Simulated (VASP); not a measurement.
Here is a VASP 6.6.1 calculation.

INCAR

```
PREC = Accurate
ENCUT = 600
EDIFF = 1E-6
ISMEAR = -1
SIGMA = 0.05
LREAL = F
LASPH = T
NELM = 100
ALGO = Normal
ISIF = 3
LWAVE = F
LCHARG = F
GGA = PE
IVDW = 13
IBRION = 2
NSW = 60
EDIFFG = -0.01
```

File KPOINTS:

```
regular mesh
0
Gamma
  11 11 11
```

The input POSCAR:

```
Mg
1.0
   -1.7727644967      1.7727644967      1.7727644967
    1.7727644967     -1.7727644967      1.7727644967
    1.7727644967      1.7727644967     -1.7727644967
Mg
1
Direct
    0.0000000000      0.0000000000      0.0000000000
```

Potentials or basis: VASP PAW PBE potentials, release 64 (Mg).

Launch:

```sh
$ cat potpaw_PBE.64/Mg/POTCAR > POTCAR
$ mpirun -np 1 vasp_std > vasp.out
```

Question: Predict the relaxed cell.

Answer: a = 3.069 Å, b = 3.069 Å, c = 3.069 Å, α = 109.47°, β = 109.47°, γ = 109.47°.

Question: Estimate the dispersion energy per atom.

Answer: -0.168 eV.

Question: Estimate the relaxed volume.

Answer: 22.26 Å³/atom.

Final structure:
```
Mg
1.0
    -1.77204    1.77204    1.77204
     1.77204   -1.77204    1.77204
     1.77204    1.77204   -1.77204
Mg
1
Direct
  0.00000 0.00000 0.00000
```
